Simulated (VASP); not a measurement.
A run of VASP 6.6.1:

Contents of POSCAR:

```
Al
1.0
   -1.5434821293      1.5434821293      1.6150869704
    1.5434821293     -1.5434821293      1.6150869704
    1.5434821293      1.5434821293     -1.6150869704
Al
1
Direct
    0.0000000000      0.0000000000      0.0000000000
```

File INCAR.step1:

```
ALGO = Normal ; EDIFF = 1E-4
ENCUT = 520 ; GGA = PE
ISMEAR = 0 ; LASPH = T
LCHARG = F ; LREAL = F
LWAVE = T ; NBANDS = 8
NELM = 80 ; PREC = Accurate
SIGMA = 0.15
```

The input INCAR.step2:

```
ALGO = Normal ; EDIFF = 1E-7
ENCUT = 520 ; ISIF = 2
ISMEAR = 0 ; ISTART = 1
LASPH = T ; LCHARG = F
LMIXTAU = T ; LREAL = F
LWAVE = F ; METAGGA = R2SCAN
NBANDS = 8 ; NELM = 80
PREC = Accurate ; SIGMA = 0.15
```

The input KPOINTS:

```
k-points
0
Gamma
  20 20 20
```

Potentials or basis: VASP PAW PBE potentials, release 64 (Al).

Command:

```sh
$ cat potpaw_PBE.64/Al/POTCAR > POTCAR
$ cp INCAR.step1 INCAR
$ mpirun -np 1 vasp_std > vasp.out
$ cp INCAR.step2 INCAR
$ mpirun -np 1 vasp_std > vasp.out
```

Hardware: 1 thread of Intel(R) Xeon(R) Platinum 8488C (Sapphire Rapids), on a shared host.

Task: How long does it take, and how much memory?

Result: Wall time 2.5 min on 1 thread of Intel(R) Xeon(R) Platinum 8488C (Sapphire Rapids), on a shared host, peak memory 0.17 GiB. Counts: k points 641.
